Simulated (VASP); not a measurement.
# Ca (I4/mmm) in VASP: further runs

Ca is run at these levels: PBE; tasks: single point.

All numbers are computed with VASP 6.6.1; they aren't measurements. Logs are shortened: lines on timing, memory, paths and dates and some standing lists are left out, and cuts for length are marked.

### 1 The cell of the first run

Symmetry: I4/mmm, No. 139, tetragonal system. The conventional cell has a = 4.011 Å, b = 4.011 Å, c = 5.756 Å, α = 90.00°, β = 90.00°, γ = 90.00°. Ca (site symmetry 4/mmm) has 12 Ca at 4.01 to 4.04 Å within 5.3 Å.

### 2 Single point, PBE (strain +0.015 along x and y, +0.030 along z)

The input, INCAR:

```
SYSTEM = Ca
ALGO = Normal
EDIFF = 1E-7
ENCUT = 520
GGA = PE
ISIF = 2
ISMEAR = 0
LASPH = .TRUE.
LCHARG = .TRUE.
LELF = .TRUE.
LREAL = .FALSE.
LVHAR = .TRUE.
LWAVE = .FALSE.
NBANDS = 11
NELM = 80
PREC = Accurate
SIGMA = 0.15
```

The input, KPOINTS:

```
k-points
0
G
  14 14 14
  0 0 0
```

The input, POSCAR:

```
Ca
1.0
    0.0000000000      2.8361130000      2.8780260000
    2.8361130000      0.0000000000      2.8780260000
    2.8361130000      2.8361130000      0.0000000000
Ca
1
Direct
    0.0000000000      0.0000000000      0.0000000000
```

Potentials or basis: VASP PAW PBE potentials, release 64 (Ca_sv).

The run is started by

```bash
> cat potpaw_PBE.64/Ca_sv/POTCAR > POTCAR
> mpirun -np 1 vasp_std > vasp.out
```

OUTCAR:

```text
SYSTEM = Ca
   EDIFF = 1E-7
   ENCUT = 520
   GGA = PE
   ISIF = 2
   ISMEAR = 0
   LASPH = .TRUE.
   LREAL = .FALSE.
   NELM = 80
   PREC = Accurate

 ion  position               nearest neighbor table
   1  0.000  0.000  0.000-

  LATTYP: Found a body centered tetragonal cell.
 ALAT       =     4.0108694690
 C/A-ratio  =     1.4351132702

  Lattice vectors:

 A1 = (  -2.8361130000,   0.0000000000,   2.8780260000)
 A2 = (   2.8361130000,   0.0000000000,   2.8780260000)
 A3 = (   0.0000000000,   2.8361130000,  -2.8780260000)

Analysis of symmetry for initial positions (statically):
=====================================================================
 Subroutine PRICEL returns:
 Original cell was already a primitive cell.

 Routine SETGRP: Setting up the symmetry group for a
 body centered tetragonal supercell.

 Subroutine GETGRP returns: Found 16 space group operations
 (whereof 16 operations were pure point group operations)
 out of a pool of 16 trial point group operations.

The static configuration has the point symmetry D_4h.

Analysis of symmetry for dynamics (positions and initial velocities):
=====================================================================
 Subroutine PRICEL returns:
 Original cell was already a primitive cell.

 Routine SETGRP: Setting up the symmetry group for a
 body centered tetragonal supercell.

 Subroutine GETGRP returns: Found 16 space group operations
 (whereof 16 operations were pure point group operations)
 out of a pool of 16 trial point group operations.

The dynamic configuration has the point symmetry D_4h.

 Subroutine INISYM returns: Found 16 space group operations
 (whereof 16 operations are pure point group operations),
 and found     1 'primitive' translations

----------------------------------------------------------------------------------------

                                     Primitive cell

  volume of cell :      46.2990

  direct lattice vectors                    reciprocal lattice vectors
     0.000000000  2.836113000  2.878026000    -0.176297630  0.176297630  0.173730189
     2.836113000  0.000000000  2.878026000     0.176297630 -0.176297630  0.173730189
     2.836113000  2.836113000  0.000000000     0.176297630  0.176297630 -0.173730189

  length of vectors
     4.040615127  4.040615127  4.010869469     0.303881370  0.303881370  0.303881370

  position of ions in fractional coordinates (direct lattice)
     0.000000000  0.000000000  0.000000000
[... 81 lines left out ...]
   NFREE  =      0    steps in history (QN), initial steepest desc. (CG)
   ISIF   =      2    stress and relaxation
   ISYM   =      2    0-nonsym 1-usesym 2-fastsym
   POTIM  = 0.5000    time-step for ionic-motion
   TEBEG  =    0.0;   TEEND  =   0.0 temperature during run
   PSTRESS=    0.0 pullay stress
   NELECT =      10.0000    total number of electrons
   NUPDOWN=      -1.0000    fix difference up-down
   EMIN   =  10.00;   EMAX   =-10.00  energy-range for DOS
   EFERMI =   0.00;   METHOD = LEGACY
   ISMEAR =     0;   SIGMA  =   0.15  broadening in eV -4-tet -1-fermi 0-gaus
   EFERMI_NEDOS =   21; number of points for ismear=-14 and -15
   IALGO  =     38    algorithm
   IMIX   =      4    mixing-type and parameters
     AMIX     =   0.40;   BMIX     =  1.00
     AMIX_MAG =   1.60;   BMIX_MAG =  1.00
  volume/ion in A,a.u.               =      46.30       312.44
  Fermi-wavevector in a.u.,A,eV,Ry     =   0.982240  1.856164 13.126836  0.964795
  Thomas-Fermi vector in A             =   2.113307
   LORBIT       =      0    0 simple, 1 ext, 2 COOP (PROOUT), +10 PAW based schemes
   GGA     = PE    functional components
   LHFCALC =     F    Hartree Fock is set to
   AEXX    =    0.0000 exact exchange contribution
   IVDW    =     0    specifies the selected vdW correction
   LEPSILON=     F    determine dielectric tensor
   LRPA    =     F    only Hartree local field effects (RPA)
 non-spin polarized calculation
 Gauss-broadening in eV      SIGMA  =   0.15
  energy-cutoff  :      520.00
  volume of cell :       46.30
 maximum number of plane-waves:      1272
   NGX = 15   NGY = 15   NGZ = 15

 number of electron      10.0000003 magnetization

 Free energy of the ion-electron system (eV)
  ---------------------------------------------------
  ext. energy  EPLUGINS =         0.00000000
  ---------------------------------------------------
  free energy    TOTEN  =        -1.91926267 eV

  energy without entropy =       -1.90449285  energy(sigma->0) =       -1.91187776

 E-fermi :   1.6057     XC(G=0):  -7.4548

 val. band max:        1.5819016897   @ k =  -0.3571   0.4286   0.1429
 cond. band min:       1.6074593183   @ k =  -0.4286   0.0714   0.0000
 fundamental gap:      0.0255576286
 Fermi energy:         1.6056977694

 k-point     1 :       0.0000    0.0000    0.0000
  band No.  band energies     occupation
      1     -40.6281      2.00000
      2     -21.5544      2.00000
      3     -21.5536      2.00000
      4     -21.5536      2.00000
      5      -2.2528      2.00000
      6       3.7760      0.00000
      7       3.8369      0.00000
      8       3.8369      0.00000
      9       4.7337      0.00000
     10       4.8110      0.00000
     11      10.3326      0.00000
[... 309 lines left out ...]
 k-point    24 :       0.2857    0.1429    0.0000
  band No.  band energies     occupation
      1     -40.6231      2.00000
      2     -21.6018      2.00000
      3     -21.5666      2.00000
      4     -21.5666      2.00000
      5      -1.1355      2.00000
      6       2.9408      0.00000
      7       3.7578      0.00000
      8       4.1271      0.00000
      9       4.4881      0.00000
     10       5.0554      0.00000
     11       8.7115      0.00000

 [... further k-points ...]

------------------------ aborting loop because EDIFF is reached ----------------------------------------

  FORCE on cell =-STRESS in cart. coord.  units (eV):
  Direction    XX          YY          ZZ          XY          YZ          ZX
  --------------------------------------------------------------------------------------
  -------------------------------------------------------------------------------------
  Total       -0.3860630     -0.3860630     -0.4193494      0.0000000     -0.0000000     -0.0000000
  in kB      -13.3597097    -13.3597097    -14.5115835      0.0000000     -0.0000000     -0.0000000
  external PRESSURE =     -13.7436677 kB  Pullay stress =       0.0000000 kB

 VOLUME and BASIS-vectors are now :
 -----------------------------------------------------------------------------
  energy-cutoff  :      520.00
  volume of cell :       46.30
      direct lattice vectors                 reciprocal lattice vectors
     0.000000000  2.836113000  2.878026000    -0.176297630  0.176297630  0.173730189
     2.836113000  0.000000000  2.878026000     0.176297630 -0.176297630  0.173730189
     2.836113000  2.836113000  0.000000000     0.176297630  0.176297630 -0.173730189

 POSITION                                       TOTAL-FORCE (eV/Angst)
 -----------------------------------------------------------------------------------
      0.00000      0.00000      0.00000         0.000000      0.000000      0.000000
 -----------------------------------------------------------------------------------
    total drift:                               -0.000000     -0.000000      0.000000

  FREE ENERGIE OF THE ION-ELECTRON SYSTEM (eV)
  ---------------------------------------------------
  free  energy   TOTEN  =        -1.9192626657 eV

  energy  without entropy=       -1.9044928470  energy(sigma->0) =       -1.91187776
```

OSZICAR:

```text
N       E                     dE             d eps       ncg     rms          rms(c)
DAV:   1     0.659422543804E+02    0.65942E+02   -0.49208E+03  5368   0.808E+02
DAV:   2    -0.335799650214E+00   -0.66278E+02   -0.65657E+02  5923   0.206E+02
DAV:   3    -0.184927383634E+01   -0.15135E+01   -0.14938E+01  8123   0.303E+01
DAV:   4    -0.192204867436E+01   -0.72775E-01   -0.72429E-01  7059   0.512E+00
DAV:   5    -0.192350785083E+01   -0.14592E-02   -0.14589E-02  7667   0.634E-01    0.226E+00
DAV:   6    -0.191992349811E+01    0.35844E-02   -0.10299E-02  6596   0.110E+00    0.138E+00
DAV:   7    -0.191964886555E+01    0.27463E-03   -0.16439E-02  5953   0.150E+00    0.101E-01
DAV:   8    -0.191924848451E+01    0.40038E-03   -0.18155E-03  6381   0.399E-01    0.219E-02
DAV:   9    -0.191926226141E+01   -0.13777E-04   -0.10395E-04  7083   0.811E-02    0.673E-03
DAV:  10    -0.191926328448E+01   -0.10231E-05   -0.73791E-06  8017   0.221E-02    0.948E-04
DAV:  11    -0.191926274133E+01    0.54315E-06   -0.34521E-07  8572   0.380E-03    0.133E-03
DAV:  12    -0.191926266566E+01    0.75665E-07   -0.18002E-08  3808   0.140E-03
   1 F= -.19192627E+01 E0= -.19118778E+01  d E =-.147698E-01
```

stdout:

```text
POSCAR found type information on POSCAR Ca
 POSCAR found :  1 types and       1 ions
 scaLAPACK will be used
 LDA part: xc-table for (Slater+PW92), standard interpolation
 POSCAR, INCAR and KPOINTS ok, starting setup
 FFT: planning ... GRIDC
 FFT: planning ... GRID_SOFT
 FFT: planning ... GRID
 WAVECAR not read
 entering main loop
```

Run time: 1.9 min. Hardware: 1 thread of Intel Xeon Platinum 8488C (Sapphire Rapids), shared host; peak memory 0.26 GiB.

Results:

```yaml
Free_energy: -1.9193 eV
Pressure: -1.4 GPa
Band_gap_on_the_k_mesh: zero (band 5 reaches 1.82 eV, above the bottom of band 6 at 1.39 eV)
```

Levels at points of the mesh, in eV from the Fermi level:
| k point | band 2 | band 3 | band 4 | band 5 | band 6 | band 7 | band 8 | band 9 |
| --- | --- | --- | --- | --- | --- | --- | --- | --- |
| (0.00, 0.00, 0.00) | -23.16 | -23.16 | -23.16 | -3.86 | 2.17 | 2.23 | 2.23 | 3.13 |
| (0.50, 0.00, 0.00) | -23.26 | -23.17 | -23.17 | -0.95 | -0.22 | 2.07 | 2.15 | 3.76 |
| (0.50, 0.50, 0.00) | -23.25 | -23.19 | -23.19 | -0.40 | 0.64 | 0.73 | 3.78 | 3.94 |
| (0.50, 0.00, 0.50) | -23.25 | -23.20 | -23.20 | -0.36 | 0.61 | 0.86 | 3.77 | 3.92 |

Caveat: the cell differs from its parent crystal (strain +0.015 along x and y, +0.030 along z).

### 3 Single point, PBE (strain +0.030 along x and y, +0.015 along z)

The input, INCAR:

```
PREC = Accurate
ENCUT = 520
EDIFF = 1E-6
ISMEAR = 0
SIGMA = 0.15
LREAL = F
LASPH = T
NELM = 60
ALGO = Fast
ISIF = 2
LWAVE = F
LCHARG = F
GGA = PE
NBANDS = 11
```

The input, KPOINTS:

```
Automatic mesh
0
Gamma
  14 14 14
```

The input, POSCAR:

```
Ca
1.0
    0.0000000000      2.8780260000      2.8361130000
    2.8780260000      0.0000000000      2.8361130000
    2.8780260000      2.8780260000      0.0000000000
Ca
1
Direct
    0.0000000000      0.0000000000      0.0000000000
```

Potentials or basis: VASP PAW PBE potentials, release 64 (Ca_sv).

The run is started by

```bash
> cat potpaw_PBE.64/Ca_sv/POTCAR > POTCAR
> mpirun -np 1 vasp_std > vasp.out
```

Wall time 2.6 min (1 thread of Intel Xeon Platinum 8488C (Sapphire Rapids), shared host); peak memory 0.25 GiB.

The run converged. Its results:

```
Free energy            : -1.9131 eV
Pressure               : -1.6 GPa
Band gap on the k mesh : zero (band 5 reaches 1.77 eV, above the bottom of band 6 at 1.33 eV)
```

Stress tensor (GPa, compression positive):
```
-1.59  0.00  0.00
 0.00 -1.59  0.00
 0.00  0.00 -1.50
```

Levels at points of the mesh, in eV from the Fermi level:
```csv
k point,band 2,band 3,band 4,band 5,band 6,band 7,band 8,band 9
"(0.00, 0.00, 0.00)",-23.20,-23.20,-23.20,-3.83,2.17,2.17,2.23,3.09
"(0.50, 0.00, 0.00)",-23.29,-23.21,-23.21,-0.95,-0.22,2.06,2.13,3.71
"(0.50, 0.50, 0.00)",-23.28,-23.23,-23.23,-0.33,0.60,0.88,3.72,3.89
"(0.50, 0.00, 0.50)",-23.28,-23.23,-23.23,-0.38,0.63,0.75,3.72,3.86
```

Caveat: the cell differs from its parent crystal (strain +0.030 along x and y, +0.015 along z).
